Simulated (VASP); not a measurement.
A run of VASP 6.6.1 is set up as follows.

Contents of POSCAR:

```
BaZrO3
1.0
    4.3315155616      0.0000000000      0.0000000000
    0.0000000000      4.3315155616      0.0000000000
    0.0000000000      0.0000000000      4.1434045536
Ba Zr O
1 1 3
Direct
    0.0000000000      0.0000000000      0.0000000000
    0.5000000000      0.5000000000      0.5000000000
    0.5000000000      0.5000000000      0.0000000000
    0.5000000000      0.0000000000      0.5000000000
    0.0000000000      0.5000000000      0.5000000000
```

INCAR.step1

```
SYSTEM = BaZrO3
ALGO     = Normal         ! electronic algorithm
EDIFF    = 1E-4           ! SCF threshold, eV
ENCUT    = 520            ! plane-wave cutoff, eV
GGA      = PE             ! functional
ISMEAR   = 0              ! smearing method
LASPH    = .True.         ! aspherical terms in the spheres
LCHARG   = .False.        ! write CHGCAR
LREAL    = .False.        ! projectors in reciprocal space
LWAVE    = .True.         ! write WAVECAR
NBANDS   = 28             ! bands
NELM     = 100            ! most SCF steps
PREC     = Accurate       ! precision mode
SIGMA    = 0.01           ! smearing width, eV
```

INCAR.step2

```
SYSTEM = BaZrO3
ALGO     = Normal         ! electronic algorithm
EDIFF    = 1E-7           ! SCF threshold, eV
ENCUT    = 520            ! plane-wave cutoff, eV
ISIF     = 2              ! what is computed and relaxed
ISMEAR   = 0              ! smearing method
ISTART   = 1            
LASPH    = .True.         ! aspherical terms in the spheres
LCHARG   = .True.         ! write CHGCAR
LELF     = .True.         ! ELF
LMIXTAU  = .True.       
LREAL    = .False.        ! projectors in reciprocal space
LVHAR    = .True.       
LWAVE    = .False.        ! write WAVECAR
METAGGA  = R2SCAN         ! meta-GGA
NBANDS   = 28             ! bands
NELM     = 100            ! most SCF steps
PREC     = Accurate       ! precision mode
SIGMA    = 0.01           ! smearing width, eV
```

The input KPOINTS:

```
k-points
0
Gamma
  6 6 6
  0 0 0
```

Potentials or basis: VASP PAW PBE potentials, release 64 (Ba_sv, Zr_sv, O).

Launch:

```sh
$ cat potpaw_PBE.64/Ba_sv/POTCAR potpaw_PBE.64/Zr_sv/POTCAR potpaw_PBE.64/O/POTCAR > POTCAR
$ cp INCAR.step1 INCAR
$ mpirun -np 1 vasp_std > vasp.out
$ cp INCAR.step2 INCAR
$ mpirun -np 1 vasp_std > vasp.out
```

Task: Predict the pressure.

Result: -5.3 GPa.

Task: Estimate the band gap on the k mesh.

Result: 3.42 eV, indirect (least direct gap 3.69 eV).

Stress tensor (GPa, compression positive):
```
-8.41  0.00  0.00
 0.00 -8.41  0.00
 0.00  0.00  1.02
```

Caveat: the cell differs from its parent crystal (epitaxial xy strain +3.0%); the PAW data sets were made with another functional, which shifts forces and pressure a little; spin-orbit coupling is left out, which moves the levels of the heavy elements. A k mesh can miss the band edges.
